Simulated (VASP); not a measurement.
# TiRe3 (Pm-3m) in VASP: further runs, part 2 of 2

VASP 6.6.1. The steps go on from the part before.

## (3) Single point, r2SCAN

This run uses another cell than the first one, of 15.01 Å³/atom.

File POSCAR:

```
TiRe3
1.0
    3.9153533950      0.0000000000      0.0000000000
    0.0000000000      3.9153533950      0.0000000000
    0.0000000000      0.0000000000      3.9153533950
Ti Re
1 3
Direct
    0.0000000000      0.0000000000      0.0000000000
    0.0000000000      0.5000000000      0.5000000000
    0.5000000000      0.0000000000      0.5000000000
    0.5000000000      0.5000000000      0.0000000000
```

File INCAR.step1:

```
SYSTEM = TiRe3
  PREC = Accurate
  ENCUT = 520
  ISMEAR = 0
  SIGMA = 0.1
  LREAL = .FALSE.
  LASPH = .TRUE.
  NELM = 100
  NBANDS = 24
  GGA = PE
  ALGO = Normal
  EDIFF = 1E-4
  LWAVE = .TRUE.
  LCHARG = .FALSE.
```

File INCAR.step2:

```
SYSTEM = TiRe3
  PREC = Accurate
  ENCUT = 520
  EDIFF = 1E-7
  ISMEAR = 0
  SIGMA = 0.1
  LREAL = .FALSE.
  LASPH = .TRUE.
  NELM = 100
  ALGO = Normal
  ISIF = 2
  LWAVE = .FALSE.
  LCHARG = .FALSE.
  METAGGA = R2SCAN
  LMIXTAU = .TRUE.
  NBANDS = 24
  ISTART = 1
```

File KPOINTS:

```
regular mesh
0
G
  12 12 12
  0 0 0
```

Potentials or basis: VASP PAW PBE potentials, release 64 (Ti_sv, Re).

On the command line:

```
> cat potpaw_PBE.64/Ti_sv/POTCAR potpaw_PBE.64/Re/POTCAR > POTCAR
> cp INCAR.step1 INCAR
> mpirun -np 1 vasp_std > vasp.out
> cp INCAR.step2 INCAR
> mpirun -np 1 vasp_std > vasp.out
```

OUTCAR:

```text
SYSTEM = TiRe3
   PREC = Accurate
   ENCUT = 520
   EDIFF = 1E-7
   ISMEAR = 0
   LREAL = .FALSE.
   LASPH = .TRUE.
   NELM = 100
   ISIF = 2
   METAGGA = R2SCAN
   ISTART = 1

 ion  position               nearest neighbor table
   1  0.000  0.000  0.000-   2 2.77   3 2.77   4 2.77   2 2.77   3 2.77   2 2.77   4 2.77   2 2.77
                             3 2.77   4 2.77   3 2.77   4 2.77
   2  0.000  0.500  0.500-   1 2.77   3 2.77   4 2.77   1 2.77   4 2.77   1 2.77   3 2.77   1 2.77
                             3 2.77   4 2.77   4 2.77   3 2.77
   3  0.500  0.000  0.500-   1 2.77   2 2.77   4 2.77   1 2.77   4 2.77   2 2.77   4 2.77   4 2.77
                             1 2.77   2 2.77   1 2.77   2 2.77
   4  0.500  0.500  0.000-   1 2.77   2 2.77   3 2.77   2 2.77   3 2.77   1 2.77   3 2.77   3 2.77
                             1 2.77   2 2.77   2 2.77   1 2.77

  LATTYP: Found a simple cubic cell.
 ALAT       =     3.9153533950

  Lattice vectors:

 A1 = (   3.9153533950,   0.0000000000,   0.0000000000)
 A2 = (   0.0000000000,   3.9153533950,   0.0000000000)
 A3 = (   0.0000000000,   0.0000000000,   3.9153533950)

Analysis of symmetry for initial positions (statically):
=====================================================================
 Subroutine PRICEL returns:
 Original cell was already a primitive cell.

 Routine SETGRP: Setting up the symmetry group for a
 simple cubic supercell.

 Subroutine GETGRP returns: Found 48 space group operations
 (whereof 48 operations were pure point group operations)
 out of a pool of 48 trial point group operations.

The static configuration has the point symmetry O_h .

Analysis of symmetry for dynamics (positions and initial velocities):
=====================================================================
 Subroutine PRICEL returns:
 Original cell was already a primitive cell.

 Routine SETGRP: Setting up the symmetry group for a
 simple cubic supercell.

 Subroutine GETGRP returns: Found 48 space group operations
 (whereof 48 operations were pure point group operations)
 out of a pool of 48 trial point group operations.

The dynamic configuration has the point symmetry O_h .

 Subroutine INISYM returns: Found 48 space group operations
 (whereof 48 operations are pure point group operations),
 and found     1 'primitive' translations

----------------------------------------------------------------------------------------

                                     Primitive cell

  volume of cell :      60.0223

  direct lattice vectors                    reciprocal lattice vectors
     3.915353395  0.000000000  0.000000000     0.255404787  0.000000000  0.000000000
     0.000000000  3.915353395  0.000000000     0.000000000  0.255404787  0.000000000
     0.000000000  0.000000000  3.915353395     0.000000000  0.000000000  0.255404787

  length of vectors
     3.915353395  3.915353395  3.915353395     0.255404787  0.255404787  0.255404787

  position of ions in fractional coordinates (direct lattice)
     0.000000000  0.000000000  0.000000000
     0.000000000  0.500000000  0.500000000
     0.500000000  0.000000000  0.500000000
     0.500000000  0.500000000  0.000000000

  ion indices of the primitive-cell ions
   primitive index   ion index
                 1           1
                 2           2
                 3           3
                 4           4
[... 28 lines left out ...]
            Coordinates               Weight
  0.000000  0.000000  0.000000      1.000000
  0.083333  0.000000  0.000000      6.000000
  0.166667  0.000000  0.000000      6.000000
  0.250000  0.000000  0.000000      6.000000
  0.333333  0.000000  0.000000      6.000000
  0.416667  0.000000  0.000000      6.000000
[... 16 lines left out ...]
  0.333333  0.333333  0.000000     12.000000
  0.416667  0.333333  0.000000     24.000000
 [... further k-points ...]
   k-points           NKPTS =     84   k-points in BZ     NKDIM =     84   number of bands    NBANDS=     24
   number of dos      NEDOS =    301   number of ions     NIONS =      4
   total plane-waves  NPLWV =  27000
   dimension x,y,z NGX =    30 NGY =   30 NGZ =   30
   dimension x,y,z NGXF=    60 NGYF=   60 NGZF=   60
   ions per type =               1   3
   NGX,Y,Z   is equivalent  to a cutoff of  12.74, 12.74, 12.74 a.u.
   NGXF,Y,Z  is equivalent  to a cutoff of  25.48, 25.48, 25.48 a.u.
 SYSTEM =  TiRe3
   PREC   = accura    normal or accurate (medium, high low for compatibility)
   ISTART =      1    job   : 0-new  1-cont  2-samecut
   ICHARG =      0    charge: 1-file 2-atom 10-const
   ISPIN  =      1    spin polarized calculation?
   LNONCOLLINEAR =      F non collinear calculations
   LSORBIT =      F    spin-orbit coupling
   LASPH  =      T    aspherical Exc in radial PAW
   ENCUT  =  520.0 eV  38.22 Ry    6.18 a.u.   7.28  7.28  7.28*2*pi/ulx,y,z
   NELM   =    100;   NELMIN=  2; NELMDL=  0     # of ELM steps
   EDIFF  = 0.1E-06   stopping-criterion for ELM
   LREAL  =      F    real-space projection
   EDIFFG = 0.1E-05   stopping-criterion for IOM
   NSW    =      0    number of steps for IOM
   IBRION =     -1    ionic relax: 0-MD 1-quasi-New 2-CG
   NFREE  =      0    steps in history (QN), initial steepest desc. (CG)
   ISIF   =      2    stress and relaxation
   ISYM   =      2    0-nonsym 1-usesym 2-fastsym
   POTIM  = 0.5000    time-step for ionic-motion
   TEBEG  =    0.0;   TEEND  =   0.0 temperature during run
   PSTRESS=    0.0 pullay stress
   NELECT =      33.0000    total number of electrons
   NUPDOWN=      -1.0000    fix difference up-down
   EMIN   =  10.00;   EMAX   =-10.00  energy-range for DOS
   EFERMI =   0.00;   METHOD = LEGACY
   ISMEAR =     0;   SIGMA  =   0.10  broadening in eV -4-tet -1-fermi 0-gaus
   EFERMI_NEDOS =   21; number of points for ismear=-14 and -15
   IALGO  =     38    algorithm
   IMIX   =      4    mixing-type and parameters
     AMIX     =   0.40;   BMIX     =  1.00
     AMIX_MAG =   1.60;   BMIX_MAG =  1.00
  volume/ion in A,a.u.               =      15.01       101.26
  Fermi-wavevector in a.u.,A,eV,Ry     =   1.341143  2.534393 24.472327  1.798665
  Thomas-Fermi vector in A             =   2.469400
   LORBIT       =      0    0 simple, 1 ext, 2 COOP (PROOUT), +10 PAW based schemes
   METAGGA = R2SCAN    functional components
   LHFCALC =     F    Hartree Fock is set to
   AEXX    =    0.0000 exact exchange contribution
   IVDW    =     0    specifies the selected vdW correction
   LEPSILON=     F    determine dielectric tensor
   LRPA    =     F    only Hartree local field effects (RPA)
 non-spin polarized calculation
 Gauss-broadening in eV      SIGMA  =   0.10
  energy-cutoff  :      520.00
  volume of cell :       60.02
 maximum number of plane-waves:      1640
 NGX is ok and might be reduce to    30
   NGX = 15   NGY = 15   NGZ = 15

 number of electron      32.9999996 magnetization

 Free energy of the ion-electron system (eV)
  ---------------------------------------------------
  ext. energy  EPLUGINS =         0.00000000
  ---------------------------------------------------
  free energy    TOTEN  =      -170.11245486 eV

  energy without entropy =     -170.08951928  energy(sigma->0) =     -170.10098707

 E-fermi :   8.0759     XC(G=0): -14.4545

 val. band max:        8.0736866482   @ k =   0.5000   0.2500   0.2500
 cond. band min:       8.0786986601   @ k =   0.2500   0.2500   0.0000
 fundamental gap:      0.0050120119
 Fermi energy:         8.0758909215

 k-point     1 :       0.0000    0.0000    0.0000
  band No.  band energies     occupation
      1     -50.5353      2.00000
      2     -25.7789      2.00000
      3     -25.7789      2.00000
      4     -25.7789      2.00000
      5      -1.4607      2.00000
      6       1.7197      2.00000
[... 637 lines left out ...]
     23      10.8951      0.00000
     24      11.2697      0.00000

 [... further k-points ...]

------------------------ aborting loop because EDIFF is reached ----------------------------------------

  FORCE on cell =-STRESS in cart. coord.  units (eV):
  Direction    XX          YY          ZZ          XY          YZ          ZX
  --------------------------------------------------------------------------------------
  -------------------------------------------------------------------------------------
  Total        0.1026219      0.1026219      0.1026219     -0.0000000     -0.0000000     -0.0000000
  in kB        2.7392890      2.7392890      2.7392890     -0.0000000     -0.0000000     -0.0000000
  external PRESSURE =       2.7392890 kB  Pullay stress =       0.0000000 kB

 VOLUME and BASIS-vectors are now :
 -----------------------------------------------------------------------------
  energy-cutoff  :      520.00
  volume of cell :       60.02
      direct lattice vectors                 reciprocal lattice vectors
     3.915353395  0.000000000  0.000000000     0.255404787  0.000000000  0.000000000
     0.000000000  3.915353395  0.000000000     0.000000000  0.255404787  0.000000000
     0.000000000  0.000000000  3.915353395     0.000000000  0.000000000  0.255404787

 POSITION                                       TOTAL-FORCE (eV/Angst)
 -----------------------------------------------------------------------------------
      0.00000      0.00000      0.00000         0.000000      0.000000      0.000000
      0.00000      1.95768      1.95768         0.000000      0.000000      0.000000
      1.95768      0.00000      1.95768         0.000000      0.000000      0.000000
      1.95768      1.95768      0.00000         0.000000      0.000000      0.000000
 -----------------------------------------------------------------------------------
    total drift:                                0.000000      0.000000     -0.000000

  FREE ENERGIE OF THE ION-ELECTRON SYSTEM (eV)
  ---------------------------------------------------
  free  energy   TOTEN  =      -170.1124548595 eV

  energy  without entropy=     -170.0895192794  energy(sigma->0) =     -170.10098707
```

Run time: 7.4 min. Hardware: 1 thread of Intel Xeon Platinum 8488C (Sapphire Rapids), shared host; peak memory 0.25 GiB.

What came out:

| Quantity | Value |
| --- | --- |
| Free energy | -170.1125 eV |
| Pressure | 0.3 GPa |
| Band gap on the k mesh | zero (an odd number of electrons rules out a gap without spin polarisation) |

Caveat: the PAW data sets were made with another functional, which shifts forces and pressure a little; spin-orbit coupling is left out, which moves the levels of the heavy elements.

The gap in the log of VASP goes by the Fermi energy; the results here count the filled bands.